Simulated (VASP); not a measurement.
# Fe: single point with RPBE

Fe:

```
Fe
1.0
     3.83399    0.00000    0.00000
    -1.91700    3.32034    0.00000
     0.00000    0.00000    2.40993
Fe
3
Direct
  0.00000 0.00000 0.00000
  0.33333 0.66667 0.50000
  0.66667 0.33333 0.50000
```

This cell differs from its parent crystal: volume scaled by 0.96.

```json
{
  "Program": "VASP 6.6.1",
  "Task": "single point",
  "Functional": "RPBE",
  "Potentials or basis": "VASP PAW PBE potentials, release 64 (Fe)",
  "Cutoff": "520 eV",
  "k mesh": "11 × 11 × 14",
  "Occupations": "fermi-dirac, width 0.1 eV",
  "Spin": "no spin polarisation"
}
```

```yaml
Pressure: 10.8 GPa
Band_gap_on_the_k_mesh: zero (band 12 reaches 7.85 eV, above the bottom of band 13 at 6.33 eV)
```

Stress tensor (GPa, compression positive):
```
11.22  0.00  0.00
 0.00 11.22  0.00
 0.00  0.00  9.89
```

Levels at points of the mesh, in eV from the Fermi level:
```csv
k point,band 9,band 10,band 11,band 12,band 13,band 14,band 15,band 16
"(0.00, 0.00, 0.00)",-1.35,-1.35,-0.87,-0.87,-0.79,-0.79,0.97,0.97
"(0.00, 0.00, 0.50)",-1.32,-1.32,0.42,0.42,0.78,0.78,1.42,2.25
```

It took 2 min on 1 thread of AMD EPYC 7R43 64-Core Processor (Zen 3), with other jobs on the host, peak memory 0.15 GiB.

Caveat: the PAW data sets were made with another functional, which shifts forces and pressure a little; the run has no spin polarisation, though such a crystal can be magnetic. Spin polarisation is off, so any magnetic state and its effect on volume and gap are missing.
